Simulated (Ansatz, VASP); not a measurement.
**Cd: VASP beside Ansatz**

Contents of INCAR:

```
PREC     = Accurate       # precision mode
ENCUT    = 630            # plane-wave cutoff, eV
EDIFF    = 1E-6           # SCF threshold, eV
ISMEAR   = -1             # smearing method
SIGMA    = 0.05           # smearing width, eV
LREAL    = False          # projectors in reciprocal space
LASPH    = True           # aspherical terms in the spheres
NELM     = 120            # most SCF steps
ALGO     = Normal         # electronic algorithm
ISIF     = 2              # what is computed and relaxed
LWAVE    = False          # write WAVECAR
LCHARG   = False          # write CHGCAR
GGA      = PS             # functional
NBANDS   = 27             # bands
GGA_COMPAT= False
```

File KPOINTS:

```
Automatic mesh
0
Gamma
  10 10 5
```

The input POSCAR:

```
Cd
1.0
    2.9180596717      0.0000000000      0.0000000000
   -1.4590298358      2.5271138055      0.0000000000
    0.0000000000      0.0000000000      5.5029719036
Cd
2
Direct
    0.6666666667      0.3333333333      0.7500000000
    0.3333333333      0.6666666667      0.2500000000
```

input.yaml

```yaml
crystal:
  lattice:
    - [2.9180596717, 0.0, 0.0]
    - [-1.4590298358, 2.5271138055, 0.0]
    - [0.0, 0.0, 5.5029719036]
  atoms:
    - { symbol: Cd, position: [0.6666666667, 0.3333333333, 0.75] }
    - { symbol: Cd, position: [0.3333333333, 0.6666666667, 0.25] }
hamiltonian:
  xc: pbesol
  pseudopotentials: { kind: paw }
kpoints:
  mp_grid: { grid: [10, 10, 5] }
scf:
  occupations: { method: fermi_dirac, width: 0.05 }
output:
  forces: true
  stress: true
  eigenvalues: true
```

Alike in both runs: task single point; functional PBEsol; k mesh 10 × 10 × 5; occupations fermi-dirac, width 0.05 eV; no spin polarisation.

|  | VASP | Ansatz |
| --- | --- | --- |
| version | VASP 6.6.1 | Ansatz 0.2.0 |
| potentials or method | VASP PAW PBE potentials, release 64 (Cd_sv_GW) | Ansatz PAW |
| plane-wave cutoff (eV) | 630 | 420 |
| valence electrons in the cell | 40 | 40 |

Ansatz gave:

```
gap on the k mesh at the Fermi level (eV)                     : none
pressure (GPa)                                                : 2.4
traceless stress, the component that is largest in VASP (GPa) : -1.61
```

Estimate VASP's values.

gap on the k mesh at the Fermi level (eV): none; pressure (GPa): 2.1; traceless stress, the component that is largest in VASP (GPa): -1.61.

VASP's potentials were made for PBE, not for PBEsol. A gap of «none» marks a metal or a gap that the smearing closes. The functional is the same, so the differences come from potentials, cutoffs and numerics.
